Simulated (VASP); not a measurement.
# BaTiO3 (P4mm) in VASP: further runs, part 2 of 2

VASP 6.6.1. Earlier steps stand in the parts before.

## Step 3: Single point, PBE

File INCAR:

```
SYSTEM = BaTiO3
PREC     = Accurate       ! precision mode
ENCUT    = 520            ! plane-wave cutoff, eV
EDIFF    = 1E-6           ! SCF threshold, eV
ISMEAR   = -1             ! smearing method
SIGMA    = 0.05           ! smearing width, eV
LREAL    = .False.        ! projectors in reciprocal space
LASPH    = .True.         ! aspherical terms in the spheres
NELM     = 60             ! most SCF steps
ALGO     = Normal         ! electronic algorithm
ISIF     = 2              ! what is computed and relaxed
LWAVE    = .False.        ! write WAVECAR
LCHARG   = .False.        ! write CHGCAR
GGA      = PE             ! functional
NBANDS   = 28             ! bands
```

File KPOINTS:

```
Automatic mesh
0
Gamma
  7 7 7
  0 0 0
```

File POSCAR:

```
BaTiO3
1.0
    4.0262895137      0.0000000000      0.0000000000
    0.0000000000      4.0262895137      0.0000000000
    0.0000000000      0.0000000000      4.0446100470
Ba Ti O
1 1 3
Direct
    0.0000000000      0.0000000000      0.0000000000
    0.5000000000      0.5000000000      0.4900000000
    0.0000000000      0.5000000000      0.5170000000
    0.5000000000      0.0000000000      0.5170000000
    0.5000000000      0.5000000000      0.0190000000
```

Potentials or basis: VASP PAW PBE potentials, release 64 (Ba_sv, Ti_sv, O).

Run with:

```
$ cat potpaw_PBE.64/Ba_sv/POTCAR potpaw_PBE.64/Ti_sv/POTCAR potpaw_PBE.64/O/POTCAR > POTCAR
$ mpirun -np 1 vasp_std > vasp.out
```

OUTCAR:

```text
SYSTEM = BaTiO3
   PREC = Accurate
   ENCUT = 520
   EDIFF = 1E-6
   ISMEAR = -1
   LREAL = .False.
   LASPH = .True.
   NELM = 60
   ISIF = 2
   GGA = PE

 ion  position               nearest neighbor table
   1  0.000  0.000  0.000-   3 2.81   4 2.81   3 2.81   4 2.81   5 2.85   5 2.85   5 2.85   5 2.85
                             4 2.90   3 2.90   4 2.90   3 2.90   2 3.47   2 3.47   2 3.47   2 3.47
   2  0.500  0.500  0.490-   5 1.91   4 2.02   3 2.02   4 2.02   3 2.02   5 2.14   1 3.47   1 3.47
                             1 3.47   1 3.47   1 3.52   1 3.52   1 3.52   1 3.52
   3  0.000  0.500  0.517-   2 2.02   2 2.02   1 2.81   1 2.81   1 2.90   1 2.90
   4  0.500  0.000  0.517-   2 2.02   2 2.02   1 2.81   1 2.81   1 2.90   1 2.90
   5  0.500  0.500  0.019-   2 1.91   2 2.14   1 2.85   1 2.85   1 2.85   1 2.85

  LATTYP: Found a simple tetragonal cell.
 ALAT       =     4.0262895137
 C/A-ratio  =     1.0045502275

  Lattice vectors:

 A1 = (   4.0262895137,   0.0000000000,   0.0000000000)
 A2 = (   0.0000000000,   4.0262895137,   0.0000000000)
 A3 = (   0.0000000000,   0.0000000000,   4.0446100470)

Analysis of symmetry for initial positions (statically):
=====================================================================
 Subroutine PRICEL returns:
 Original cell was already a primitive cell.

 Routine SETGRP: Setting up the symmetry group for a
 simple tetragonal supercell.

 Subroutine GETGRP returns: Found  8 space group operations
 (whereof  8 operations were pure point group operations)
 out of a pool of 16 trial point group operations.

The static configuration has the point symmetry C_4v.

Analysis of symmetry for dynamics (positions and initial velocities):
=====================================================================
 Subroutine PRICEL returns:
 Original cell was already a primitive cell.

 Routine SETGRP: Setting up the symmetry group for a
 simple tetragonal supercell.

 Subroutine GETGRP returns: Found  8 space group operations
[... 125 lines left out ...]
   EFERMI_NEDOS =   21; number of points for ismear=-14 and -15
   IALGO  =     38    algorithm
   IMIX   =      4    mixing-type and parameters
     AMIX     =   0.40;   BMIX     =  1.00
     AMIX_MAG =   1.60;   BMIX_MAG =  1.00
  volume/ion in A,a.u.               =      13.11        88.49
  Fermi-wavevector in a.u.,A,eV,Ry     =   1.388458  2.623804 26.229507  1.927814
  Thomas-Fermi vector in A             =   2.512582
   LORBIT       =      0    0 simple, 1 ext, 2 COOP (PROOUT), +10 PAW based schemes
   GGA     = PE    functional components
   LHFCALC =     F    Hartree Fock is set to
   AEXX    =    0.0000 exact exchange contribution
   IVDW    =     0    specifies the selected vdW correction
   LEPSILON=     F    determine dielectric tensor
   LRPA    =     F    only Hartree local field effects (RPA)
 non-spin polarized calculation
  energy-cutoff  :      520.00
  volume of cell :       65.57
 maximum number of plane-waves:      1791
 NGX is ok and might be reduce to    30
   NGX = 15   NGY = 15   NGZ = 15

 number of electron      39.9999979 magnetization

 Free energy of the ion-electron system (eV)
  ---------------------------------------------------
  ext. energy  EPLUGINS =         0.00000000
  ---------------------------------------------------
  free energy    TOTEN  =       -40.00361372 eV

  energy without entropy =      -40.00361372  energy(sigma->0) =      -40.00361372

 E-fermi :   4.5685     XC(G=0): -11.1381

 val. band max:        3.6031312906   @ k =   0.4286   0.4286   0.4286
 cond. band min:       5.4272268858   @ k =   0.0000   0.0000   0.0000
 fundamental gap:      1.8240955952
 Fermi energy:         4.5685177911

 k-point     1 :       0.0000    0.0000    0.0000
  band No.  band energies     occupation
      1     -52.9886      2.00000
      2     -29.2172      2.00000
      3     -29.1896      2.00000
      4     -29.1896      2.00000
      5     -21.2116      2.00000
      6     -13.1811      2.00000
[... 733 lines left out ...]
     27      11.9565      0.00000
     28      12.4185      0.00000

 [... further k-points ...]
[... 5 lines left out ...]
  --------------------------------------------------------------------------------------
  -------------------------------------------------------------------------------------
  Total        0.2205570      0.2205570      0.5712593      0.0000000      0.0000000      0.0000000
  in kB        5.3894544      5.3894544     13.9590945      0.0000000      0.0000000      0.0000000
  external PRESSURE =       8.2460011 kB  Pullay stress =       0.0000000 kB

 VOLUME and BASIS-vectors are now :
 -----------------------------------------------------------------------------
  energy-cutoff  :      520.00
  volume of cell :       65.57
      direct lattice vectors                 reciprocal lattice vectors
     4.026289514  0.000000000  0.000000000     0.248367634  0.000000000  0.000000000
     0.000000000  4.026289514  0.000000000     0.000000000  0.248367634  0.000000000
     0.000000000  0.000000000  4.044610047     0.000000000  0.000000000  0.247242624

 POSITION                                       TOTAL-FORCE (eV/Angst)
 -----------------------------------------------------------------------------------
      0.00000      0.00000      0.00000        -0.000000      0.000000      0.056669
      2.01314      2.01314      1.98186         0.000000      0.000000     -0.205890
      0.00000      2.01314      2.09106         0.000000      0.000000     -0.122093
      2.01314      0.00000      2.09106         0.000000      0.000000     -0.122093
      2.01314      2.01314      0.07685         0.000000     -0.000000      0.393407
 -----------------------------------------------------------------------------------
    total drift:                                0.000000      0.000000      0.000164

  FREE ENERGIE OF THE ION-ELECTRON SYSTEM (eV)
  ---------------------------------------------------
  free  energy   TOTEN  =       -40.0036137209 eV

  energy  without entropy=      -40.0036137197  energy(sigma->0) =      -40.00361372
```

OSZICAR:

```text
N       E                     dE             d eps       ncg     rms          rms(c)
DAV:   1     0.436967734093E+03    0.43697E+03   -0.20853E+04  2240   0.154E+03
DAV:   2    -0.521406131370E+01   -0.44218E+03   -0.42074E+03  2544   0.427E+02
DAV:   3    -0.488418688102E+02   -0.43628E+02   -0.43262E+02  3076   0.133E+02
DAV:   4    -0.509330904845E+02   -0.20912E+01   -0.20860E+01  3336   0.247E+01
DAV:   5    -0.510016565675E+02   -0.68566E-01   -0.68554E-01  3048   0.340E+00    0.226E+01
DAV:   6    -0.402567267371E+02    0.10745E+02   -0.57925E+01  3284   0.658E+01    0.999E+00
DAV:   7    -0.401956443626E+02    0.61082E-01   -0.10703E+01  3020   0.238E+01    0.662E+00
DAV:   8    -0.400079117812E+02    0.18773E+00   -0.60511E-01  2756   0.678E+00    0.363E+00
DAV:   9    -0.400386886163E+02   -0.30777E-01   -0.43345E-01  3216   0.577E+00    0.173E+00
DAV:  10    -0.400082023528E+02    0.30486E-01   -0.18397E-01  2624   0.424E+00    0.575E-01
DAV:  11    -0.400036753009E+02    0.45271E-02   -0.18106E-02  2776   0.819E-01    0.163E-01
DAV:  12    -0.400036427141E+02    0.32587E-04   -0.11320E-03  2656   0.260E-01    0.498E-02
DAV:  13    -0.400036104172E+02    0.32297E-04   -0.20409E-04  2752   0.140E-01    0.216E-02
DAV:  14    -0.400036162008E+02   -0.57836E-05   -0.44160E-05  2864   0.444E-02    0.148E-02
DAV:  15    -0.400036156212E+02    0.57958E-06   -0.31133E-05  3184   0.515E-02    0.127E-02
DAV:  16    -0.400036137139E+02    0.19073E-05   -0.54140E-06  2276   0.235E-02    0.805E-04
DAV:  17    -0.400036137209E+02   -0.69672E-08   -0.30357E-07  1548   0.358E-03
   1 F= -.40003614E+02 E0= -.40003614E+02  d E =-.116722E-08
```

stdout:

```text
POSCAR found type information on POSCAR BaTiO
 POSCAR found :  3 types and       5 ions
 scaLAPACK will be used
 LDA part: xc-table for (Slater+PW92), standard interpolation
 POSCAR, INCAR and KPOINTS ok, starting setup
 FFT: planning ... GRIDC
 FFT: planning ... GRID_SOFT
 FFT: planning ... GRID
 WAVECAR not read
 entering main loop
```

Run time: 38 s. Hardware: 1 thread of Intel Xeon 6975P-C (Granite Rapids), shared host; peak memory 0.22 GiB.

Results:

* Free energy: -40.0036 eV
* Pressure: 0.8 GPa
* Largest force: 0.393 eV/Å
* Band gap on the k mesh: 1.82 eV, indirect (least direct gap 2.03 eV)

Forces on the atoms (eV/Å):
```
Ba   0.000  0.000  0.057
Ti   0.000  0.000 -0.206
O    0.000  0.000 -0.122
O    0.000  0.000 -0.122
O    0.000  0.000  0.393
```

Stress tensor (GPa, compression positive):
```
0.54 0.00 0.00
0.00 0.54 0.00
0.00 0.00 1.40
```

Levels at points of the mesh, in eV from the valence-band top:
```
           k point  band 18  band 19  band 20  band 21  band 22  band 23
(0.00, 0.00, 0.00)    -0.23    -0.21    -0.21     1.82     2.03     2.03
```

Caveat: spin-orbit coupling is left out, which moves the levels of the heavy elements. PBE gaps usually lie below the measured ones, often by a third to a half.
